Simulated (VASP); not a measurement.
# ZnSe (F-43m) in VASP: further runs, part 2 of 2

VASP 6.6.1.

## (4) Single point, LDA (volume scaled by 1.000 of the coarse rest volume)

INCAR reads:

```
PREC = Accurate ; ENCUT = 500
EDIFF = 1E-6 ; ISMEAR = 0
SIGMA = 0.02 ; LREAL = False
LASPH = True ; NELM = 120
ALGO = Normal ; ISIF = 2
LWAVE = False ; LCHARG = False
GGA = CA ; NBANDS = 16
GGA_COMPAT = False
```

KPOINTS reads:

```
Automatic mesh
0
Gamma
  6 6 6
```

POSCAR reads:

```
ZnSe
1.0
    0.0000000000      2.7816000000      2.7816000000
    2.7816000000      0.0000000000      2.7816000000
    2.7816000000      2.7816000000      0.0000000000
Zn Se
1 1
Direct
    0.0000000000      0.0000000000      0.0000000000
    0.2500000000      0.2500000000      0.2500000000
```

Potentials or basis: VASP PAW LDA potentials, release 64 (Zn, Se).

Started as:

```console
> cat potpaw_LDA.64/Zn/POTCAR potpaw_LDA.64/Se/POTCAR > POTCAR
> mpirun -np 1 vasp_std > vasp.out
```

OUTCAR:

```text
PREC = Accurate
   ENCUT = 500
   EDIFF = 1E-6
   ISMEAR = 0
   LREAL = False
   LASPH = True
   NELM = 120
   ISIF = 2
   GGA = CA

 ion  position               nearest neighbor table
   1  0.000  0.000  0.000-   2 2.41   2 2.41   2 2.41   2 2.41
   2  0.250  0.250  0.250-   1 2.41   1 2.41   1 2.41   1 2.41

  LATTYP: Found a face centered cubic cell.
 ALAT       =     5.5632000000

  Lattice vectors:

 A1 = (   0.0000000000,   2.7816000000,   2.7816000000)
 A2 = (   2.7816000000,   0.0000000000,   2.7816000000)
 A3 = (   2.7816000000,   2.7816000000,   0.0000000000)

Analysis of symmetry for initial positions (statically):
=====================================================================
 Subroutine PRICEL returns:
 Original cell was already a primitive cell.

 Routine SETGRP: Setting up the symmetry group for a
 face centered cubic supercell.

 Subroutine GETGRP returns: Found 24 space group operations
 (whereof 24 operations were pure point group operations)
 out of a pool of 48 trial point group operations.

The static configuration has the point symmetry T_d .

[... 150 lines left out ...]
  energy without entropy =       -7.36491086  energy(sigma->0) =       -7.36491086

 E-fermi :   2.1368     XC(G=0):  -9.9475

 val. band max:        2.0178652827   @ k =   0.0000   0.0000   0.0000
 cond. band min:       3.3152005803   @ k =   0.0000   0.0000   0.0000
 fundamental gap:      1.2973352976
 Fermi energy:         2.1368187206

 k-point     1 :       0.0000    0.0000    0.0000
  band No.  band energies     occupation
      1     -11.6449      2.00000
      2      -4.8815      2.00000
      3      -4.8815      2.00000
      4      -4.8815      2.00000
      5      -4.4710      2.00000
      6      -4.4710      2.00000
[... 281 lines left out ...]
      3      -4.6409      2.00000
      4      -4.5631      2.00000
      5      -4.4559      2.00000
      6      -4.1563      2.00000
[... 8 lines left out ...]
     15      16.0441      0.00000
     16      16.3533      0.00000

------------------------ aborting loop because EDIFF is reached ----------------------------------------

  FORCE on cell =-STRESS in cart. coord.  units (eV):
  Direction    XX          YY          ZZ          XY          YZ          ZX
  --------------------------------------------------------------------------------------
  -------------------------------------------------------------------------------------
  Total        0.1514511      0.1514511      0.1514511      0.0000000      0.0000000      0.0000000
  in kB        5.6372723      5.6372723      5.6372723      0.0000000      0.0000000      0.0000000
  external PRESSURE =       5.6372723 kB  Pullay stress =       0.0000000 kB

 VOLUME and BASIS-vectors are now :
 -----------------------------------------------------------------------------
  energy-cutoff  :      500.00
  volume of cell :       43.04
      direct lattice vectors                 reciprocal lattice vectors
     0.000000000  2.781600000  2.781600000    -0.179752660  0.179752660  0.179752660
     2.781600000  0.000000000  2.781600000     0.179752660 -0.179752660  0.179752660
     2.781600000  2.781600000  0.000000000     0.179752660  0.179752660 -0.179752660

 POSITION                                       TOTAL-FORCE (eV/Angst)
 -----------------------------------------------------------------------------------
      0.00000      0.00000      0.00000         0.000000      0.000000      0.000000
      1.39080      1.39080      1.39080        -0.000000     -0.000000     -0.000000
 -----------------------------------------------------------------------------------
    total drift:                               -0.000000     -0.000000      0.000000

  FREE ENERGIE OF THE ION-ELECTRON SYSTEM (eV)
  ---------------------------------------------------
  free  energy   TOTEN  =        -7.3649108593 eV

  energy  without entropy=       -7.3649108593  energy(sigma->0) =       -7.36491086
```

It took 13 s on 1 thread of AMD EPYC 7R43 (Zen 3), shared host; peak memory 0.12 GiB.

What came out:

```
Free energy            : -7.3649 eV
Pressure               : 0.6 GPa
Band gap on the k mesh : 1.30 eV, direct
```

Caveat: the cell differs from its parent crystal (volume scaled by 1.000 of the coarse rest volume).

## (5) Single point, LDA

This run uses another cell than the first one, of 23.38 Å³/atom, 1.086 times its volume.

INCAR reads:

```
ALGO = Normal
EDIFF = 1E-6
ENCUT = 500
GGA_COMPAT = F
ISIF = 2
ISMEAR = 0
LASPH = T
LCHARG = F
LREAL = F
LWAVE = F
NBANDS = 16
NELM = 120
PREC = Accurate
SIGMA = 0.05
```

KPOINTS reads:

```
k-points
0
Gamma
  6 6 6
```

POSCAR reads:

```
ZnSe
1.0
    0.0000000000      2.8593393121      2.8593393121
    2.8593393121      0.0000000000      2.8593393121
    2.8593393121      2.8593393121      0.0000000000
Zn Se
1 1
Direct
    0.0000000000      0.0000000000      0.0000000000
    0.2500000000      0.2500000000      0.2500000000
```

Started as:

```console
> cat potpaw_LDA.64/Zn/POTCAR potpaw_LDA.64/Se/POTCAR > POTCAR
> mpirun -np 1 vasp_std > vasp.out
```

Run time: 12 s. Hardware: 1 thread of AMD EPYC 7R43 (Zen 3), shared host; peak memory 0.11 GiB.

Results (log left out):

* Free energy: -7.3148 eV
* Pressure: -4.5 GPa
* Band gap on the k mesh: 0.96 eV, direct

Levels at points of the mesh, in eV from the valence-band top:
| k point | band 6 | band 7 | band 8 | band 9 | band 10 | band 11 | band 12 | band 13 |
| --- | --- | --- | --- | --- | --- | --- | --- | --- |
| (0.00, 0.00, 0.00) | -6.25 | 0.00 | 0.00 | 0.00 | 0.96 | 5.70 | 5.70 | 5.70 |
| (0.50, 0.00, 0.00) | -6.10 | -5.12 | -0.84 | -0.84 | 2.32 | 6.28 | 6.28 | 8.27 |
| (0.50, 0.50, 0.00) | -6.08 | -4.71 | -2.11 | -2.11 | 2.86 | 3.32 | 10.32 | 10.90 |

LDA gaps usually lie below the measured ones, often by a third to a half.

## (6) Overview

| cell | cutoff (eV) | smearing | gap on the mesh (eV) | pressure (GPa) |
| --- | --- | --- | --- | --- |
| a = 3.934 Å, angles 60.0°, 2 atoms | 520 | gaussian 0.05 eV | 1.30 | 0.6 |
| a = 4.131 Å, angles 60.0°, 2 atoms | 520 | gaussian 0.05 eV | 0.71 | -7.2 |
| a = 3.934 Å, angles 60.0°, 2 atoms | 500 | gaussian 0.02 eV | 1.30 | 0.6 |
| a = 4.044 Å, angles 60.0°, 2 atoms | 500 | gaussian 0.05 eV | 0.96 | -4.5 |

Alike in all rows: task single point; level LDA; potentials or basis VASP PAW LDA potentials, release 64 (Zn, Se); no spin polarisation; k mesh 6 × 6 × 6.

Total energies depend on the potentials used, so only differences within one code and one set of settings carry meaning.
